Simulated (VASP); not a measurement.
Here is a VASP 6.6.1 calculation.

The input INCAR:

```
PREC     = Accurate       # precision mode
ENCUT    = 520            # plane-wave cutoff, eV
EDIFF    = 1E-7           # SCF threshold, eV
ISMEAR   = -1             # smearing method
SIGMA    = 0.02           # smearing width, eV
LREAL    = False          # projectors in reciprocal space
LASPH    = True           # aspherical terms in the spheres
NELM     = 80             # most SCF steps
ALGO     = Normal         # electronic algorithm
ISIF     = 2              # what is computed and relaxed
LWAVE    = False          # write WAVECAR
LCHARG   = False          # write CHGCAR
GGA      = PE             # functional
NBANDS   = 12             # bands
```

Contents of KPOINTS:

```
Automatic mesh
0
Gamma
  8 8 8
```

POSCAR

```
LiCl
1.0
    0.0000000000      2.7330425368      2.7330425368
    2.8150338129      0.0000000000      2.7330425368
    2.8150338129      2.7330425368      0.0000000000
Li Cl
1 1
Direct
    0.0000000000      0.0000000000      0.0000000000
    0.2500000000      0.2500000000      0.2500000000
```

Potentials or basis: VASP PAW PBE potentials, release 64 (Li_sv, Cl).

Launch:

```console
$ cat potpaw_PBE.64/Li_sv/POTCAR potpaw_PBE.64/Cl/POTCAR > POTCAR
$ mpirun -np 1 vasp_std > vasp.out
```

**Question.** Estimate the band gap on the k mesh.

**Answer.** 5.93 eV, direct.

Caveat: the cell differs from its parent crystal (uniaxial x strain +3.0%). A k mesh can miss the band edges.
